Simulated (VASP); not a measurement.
# FeNi3 (Pm-3m) in VASP: single point with PBEsol

Aim: the single point of FeNi3 with PBEsol.

Everything below comes from runs of VASP 6.6.1. Logs are shortened: lines on timing, memory, paths and dates and some standing lists are left out, and cuts for length are marked.

### Step 1. The cell of the first run

It takes space group Pm-3m (No. 221, cubic). Conventional cell: a = 3.488 Å, b = 3.488 Å, c = 3.488 Å, α = 90.00°, β = 90.00°, γ = 90.00°. Fe (site symmetry m-3m) has 12 Ni at 2.47 Å within 3.3 Å. Within 3.3 Å of Ni (site symmetry 4/mmm) lie 4 Fe at 2.47 Å and 8 Ni at 2.47 Å.

### Step 2. Single point, PBEsol, collinear spin, ferromagnetic start

Input file INCAR:

```
PREC = Accurate
ENCUT = 520
EDIFF = 1E-6
ISMEAR = -1
SIGMA = 0.05
LREAL = F
LASPH = T
NELM = 150
ALGO = Normal
ISIF = 2
LWAVE = F
LCHARG = F
ISPIN = 2
MAGMOM = 2.8 0.7 0.7 0.7
LORBIT = 11
LMAXMIX = 4
GGA = PS
NBANDS = 31
```

Input file KPOINTS:

```
regular mesh
0
Gamma
  10 10 10
```

Input file POSCAR:

```
FeNi3
1.0
    3.4880554672      0.0000000000      0.0000000000
    0.0000000000      3.4880554672      0.0000000000
    0.0000000000      0.0000000000      3.4880554672
Fe Ni
1 3
Direct
    0.0000000000      0.0000000000      0.0000000000
    0.0000000000      0.5000000000      0.5000000000
    0.5000000000      0.0000000000      0.5000000000
    0.5000000000      0.5000000000      0.0000000000
```

Potentials or basis: VASP PAW PBE potentials, release 64 (Fe, Ni).

Launch:

```sh
cat potpaw_PBE.64/Fe/POTCAR potpaw_PBE.64/Ni/POTCAR > POTCAR
mpirun -np 1 vasp_std > vasp.out
```

OUTCAR:

```text
PREC = Accurate
   ENCUT = 520
   EDIFF = 1E-6
   ISMEAR = -1
   LREAL = F
   LASPH = T
   NELM = 150
   ISIF = 2
   ISPIN = 2
   LORBIT = 11
   GGA = PS

 ion  position               nearest neighbor table
   1  0.000  0.000  0.000-   2 2.47   3 2.47   4 2.47   2 2.47   3 2.47   2 2.47   4 2.47   2 2.47
                             3 2.47   4 2.47   3 2.47   4 2.47
   2  0.000  0.500  0.500-   1 2.47   3 2.47   4 2.47   1 2.47   4 2.47   1 2.47   3 2.47   1 2.47
                             3 2.47   4 2.47   4 2.47   3 2.47
   3  0.500  0.000  0.500-   1 2.47   2 2.47   4 2.47   1 2.47   4 2.47   2 2.47   4 2.47   4 2.47
                             1 2.47   2 2.47   1 2.47   2 2.47
   4  0.500  0.500  0.000-   1 2.47   2 2.47   3 2.47   2 2.47   3 2.47   1 2.47   3 2.47   3 2.47
                             1 2.47   2 2.47   2 2.47   1 2.47

  LATTYP: Found a simple cubic cell.
 ALAT       =     3.4880554672

  Lattice vectors:

 A1 = (   3.4880554672,   0.0000000000,   0.0000000000)
 A2 = (   0.0000000000,   3.4880554672,   0.0000000000)
 A3 = (   0.0000000000,   0.0000000000,   3.4880554672)

Analysis of symmetry for initial positions (statically):
=====================================================================
 Subroutine PRICEL returns:
 Original cell was already a primitive cell.

 Routine SETGRP: Setting up the symmetry group for a
 simple cubic supercell.

 Subroutine GETGRP returns: Found 48 space group operations
 (whereof 48 operations were pure point group operations)
 out of a pool of 48 trial point group operations.

The static configuration has the point symmetry O_h .

Analysis of symmetry for dynamics (positions and initial velocities):
=====================================================================
 Subroutine PRICEL returns:
 Original cell was already a primitive cell.

 Routine SETGRP: Setting up the symmetry group for a
 simple cubic supercell.

 Subroutine GETGRP returns: Found 48 space group operations
 (whereof 48 operations were pure point group operations)
 out of a pool of 48 trial point group operations.

The dynamic configuration has the point symmetry O_h .

Analysis of structural, dynamic, and magnetic symmetry:
=====================================================================
 Subroutine PRICEL returns:
 Original cell was already a primitive cell.

 Routine SETGRP: Setting up the symmetry group for a
 simple cubic supercell.

 Subroutine GETGRP returns: Found 48 space group operations
 (whereof 48 operations were pure point group operations)
 out of a pool of 48 trial point group operations.

The overall configuration has the point symmetry O_h .

 Subroutine INISYM returns: Found 48 space group operations
 (whereof 48 operations are pure point group operations),
 and found     1 'primitive' translations

----------------------------------------------------------------------------------------

                                     Primitive cell

  volume of cell :      42.4375

  direct lattice vectors                    reciprocal lattice vectors
     3.488055467  0.000000000  0.000000000     0.286692689  0.000000000  0.000000000
     0.000000000  3.488055467  0.000000000     0.000000000  0.286692689  0.000000000
     0.000000000  0.000000000  3.488055467     0.000000000  0.000000000  0.286692689

  length of vectors
     3.488055467  3.488055467  3.488055467     0.286692689  0.286692689  0.286692689

  position of ions in fractional coordinates (direct lattice)
     0.000000000  0.000000000  0.000000000
     0.000000000  0.500000000  0.500000000
     0.500000000  0.000000000  0.500000000
     0.500000000  0.500000000  0.000000000

  ion indices of the primitive-cell ions
   primitive index   ion index
                 1           1
                 2           2
                 3           3
                 4           4

----------------------------------------------------------------------------------------

 KPOINTS: regular mesh

Automatic generation of k-mesh.
 Grid dimensions read from file:
 generate k-points for:   10   10   10

 Generating k-lattice:

  Cartesian coordinates                     Fractional coordinates (reciprocal lattice)
     0.028669269  0.000000000  0.000000000     0.100000000  0.000000000  0.000000000
     0.000000000  0.028669269  0.000000000     0.000000000  0.100000000  0.000000000
     0.000000000  0.000000000  0.028669269     0.000000000  0.000000000  0.100000000

  Length of vectors
     0.028669269  0.028669269  0.028669269

  Shift w.r.t. Gamma in fractional coordinates (k-lattice)
     0.000000000  0.000000000  0.000000000

 Subroutine IBZKPT returns following result:
 ===========================================

 Found     56 irreducible k-points:

 Following reciprocal coordinates:
            Coordinates               Weight
  0.000000  0.000000  0.000000      1.000000
  0.100000  0.000000  0.000000      6.000000
  0.200000  0.000000  0.000000      6.000000
  0.300000  0.000000  0.000000      6.000000
  0.400000  0.000000  0.000000      6.000000
  0.500000  0.000000  0.000000      3.000000
[... 16 lines left out ...]
  0.200000  0.100000  0.100000     24.000000
  0.300000  0.100000  0.100000     24.000000
 [... further k-points ...]
   k-points           NKPTS =     56   k-points in BZ     NKDIM =     56   number of bands    NBANDS=     31
   number of dos      NEDOS =    301   number of ions     NIONS =      4
   total plane-waves  NPLWV =  21952
   dimension x,y,z NGX =    28 NGY =   28 NGZ =   28
   dimension x,y,z NGXF=    56 NGYF=   56 NGZF=   56
   ions per type =               1   3
   NGX,Y,Z   is equivalent  to a cutoff of  13.35, 13.35, 13.35 a.u.
   NGXF,Y,Z  is equivalent  to a cutoff of  26.69, 26.69, 26.69 a.u.
 SYSTEM =  unknown system
   PREC   = accura    normal or accurate (medium, high low for compatibility)
   ISTART =      0    job   : 0-new  1-cont  2-samecut
   ICHARG =      2    charge: 1-file 2-atom 10-const
   ISPIN  =      2    spin polarized calculation?
   LNONCOLLINEAR =      F non collinear calculations
   LSORBIT =      F    spin-orbit coupling
   LASPH  =      T    aspherical Exc in radial PAW
   ENCUT  =  520.0 eV  38.22 Ry    6.18 a.u.   6.49  6.49  6.49*2*pi/ulx,y,z
   NELM   =    150;   NELMIN=  2; NELMDL= -5     # of ELM steps
   EDIFF  = 0.1E-05   stopping-criterion for ELM
   LREAL  =      F    real-space projection
   EDIFFG = 0.1E-04   stopping-criterion for IOM
   NSW    =      0    number of steps for IOM
   IBRION =     -1    ionic relax: 0-MD 1-quasi-New 2-CG
   NFREE  =      0    steps in history (QN), initial steepest desc. (CG)
   ISIF   =      2    stress and relaxation
   ISYM   =      2    0-nonsym 1-usesym 2-fastsym
   POTIM  = 0.5000    time-step for ionic-motion
   TEBEG  =    0.0;   TEEND  =   0.0 temperature during run
   PSTRESS=    0.0 pullay stress
   NELECT =      38.0000    total number of electrons
   NUPDOWN=      -1.0000    fix difference up-down
   EMIN   =  10.00;   EMAX   =-10.00  energy-range for DOS
   EFERMI =   0.00;   METHOD = LEGACY
   ISMEAR =    -1;   SIGMA  =   0.05  broadening in eV -4-tet -1-fermi 0-gaus
   EFERMI_NEDOS =   21; number of points for ismear=-14 and -15
   IALGO  =     38    algorithm
   IMIX   =      4    mixing-type and parameters
     AMIX     =   0.40;   BMIX     =  1.00
     AMIX_MAG =   1.60;   BMIX_MAG =  1.00
  volume/ion in A,a.u.               =      10.61        71.60
  Fermi-wavevector in a.u.,A,eV,Ry     =   1.577924  2.981843 33.876370  2.489843
  Thomas-Fermi vector in A             =   2.678532
   LORBIT       =     11    0 simple, 1 ext, 2 COOP (PROOUT), +10 PAW based schemes
   GGA     = PS    functional components
   LHFCALC =     F    Hartree Fock is set to
   AEXX    =    0.0000 exact exchange contribution
   IVDW    =     0    specifies the selected vdW correction
   LEPSILON=     F    determine dielectric tensor
   LRPA    =     F    only Hartree local field effects (RPA)
 spin polarized calculation
  energy-cutoff  :      520.00
  volume of cell :       42.44
 maximum number of plane-waves:      1189
 NGX is ok and might be reduce to    28
   NGX = 13   NGY = 13   NGZ = 13

 number of electron      37.9999983 magnetization       4.6897489

 Free energy of the ion-electron system (eV)
  ---------------------------------------------------
  ext. energy  EPLUGINS =         0.00000000
  ---------------------------------------------------
  free energy    TOTEN  =       -27.65899785 eV

  energy without entropy =      -27.63530196  energy(sigma->0) =      -27.64714991

 E-fermi :   9.0230     XC(G=0): -13.6038

 val. band max:        9.0219342435   @ k =   0.5000   0.5000   0.4000
 cond. band min:       9.0268933482   @ k =   0.3000   0.3000   0.2000
 fundamental gap:      0.0049591047
 Fermi energy:         9.0230143519

 spin component 1

 k-point     1 :       0.0000    0.0000    0.0000
  band No.  band energies     occupation
      1      -0.4194      1.00000
      2       3.4707      1.00000
      3       3.4707      1.00000
      4       4.1036      1.00000
      5       4.2428      1.00000
      6       4.2428      1.00000
[... 805 lines left out ...]
     30      23.0915      0.00000
     31      23.5075      0.00000

 [... further k-points ...]

 spin component 2

 k-point     1 :       0.0000    0.0000    0.0000
  band No.  band energies     occupation
      1      -0.3279      1.00000
      2       4.4663      1.00000
      3       4.4663      1.00000
      4       4.4938      1.00000
      5       5.1995      1.00000
      6       5.1995      1.00000
[... 805 lines left out ...]
     30      23.3866      0.00000
     31      23.9390      0.00000

 [... further k-points ...]
[... 5 lines left out ...]
  --------------------------------------------------------------------------------------
  -------------------------------------------------------------------------------------
  Total       -0.0256284     -0.0256284     -0.0256284      0.0000000     -0.0000000      0.0000000
  in kB       -0.9675678     -0.9675678     -0.9675678      0.0000000     -0.0000000      0.0000000
  external PRESSURE =      -0.9675678 kB  Pullay stress =       0.0000000 kB

 VOLUME and BASIS-vectors are now :
 -----------------------------------------------------------------------------
  energy-cutoff  :      520.00
  volume of cell :       42.44
      direct lattice vectors                 reciprocal lattice vectors
     3.488055467  0.000000000  0.000000000     0.286692689  0.000000000  0.000000000
     0.000000000  3.488055467  0.000000000     0.000000000  0.286692689  0.000000000
     0.000000000  0.000000000  3.488055467     0.000000000  0.000000000  0.286692689

 POSITION                                       TOTAL-FORCE (eV/Angst)
 -----------------------------------------------------------------------------------
      0.00000      0.00000      0.00000         0.000000      0.000000      0.000000
      0.00000      1.74403      1.74403         0.000000      0.000000      0.000000
      1.74403      0.00000      1.74403         0.000000      0.000000      0.000000
      1.74403      1.74403      0.00000         0.000000      0.000000      0.000000
 -----------------------------------------------------------------------------------
    total drift:                                0.000000      0.000000      0.000000

  FREE ENERGIE OF THE ION-ELECTRON SYSTEM (eV)
  ---------------------------------------------------
  free  energy   TOTEN  =       -27.6589978525 eV

  energy  without entropy=      -27.6353019636  energy(sigma->0) =      -27.64714991

 total charge

# of ion       s       p       d       tot
------------------------------------------
    1        0.496   0.547   6.151   7.193
    2        0.527   0.559   8.343   9.430
    3        0.527   0.559   8.343   9.430
    4        0.527   0.559   8.343   9.430
--------------------------------------------------
tot          2.077   2.224  31.180  35.482

 magnetization (x)

# of ion       s       p       d       tot
------------------------------------------
    1        0.009   0.003   2.820   2.833
    2       -0.015  -0.041   0.672   0.616
    3       -0.015  -0.041   0.672   0.616
    4       -0.015  -0.041   0.672   0.616
--------------------------------------------------
tot         -0.036  -0.119   4.835   4.680
```

Wall time 3.4 min (1 thread of Intel Xeon Platinum 8175M at 2.50GHz (Skylake/Cascade Lake), shared host); peak memory 0.25 GiB.

What came out:

* Free energy: -27.6590 eV
* Pressure: -0.1 GPa
* Net moment: 4.69 μB per cell
* Site moments: Fe +2.83; Ni +0.62 μB
* Valence electrons inside the program's atomic spheres: Fe 7.19; Ni 9.43

Caveat: the PAW data sets were made with another functional, which shifts forces and pressure a little.
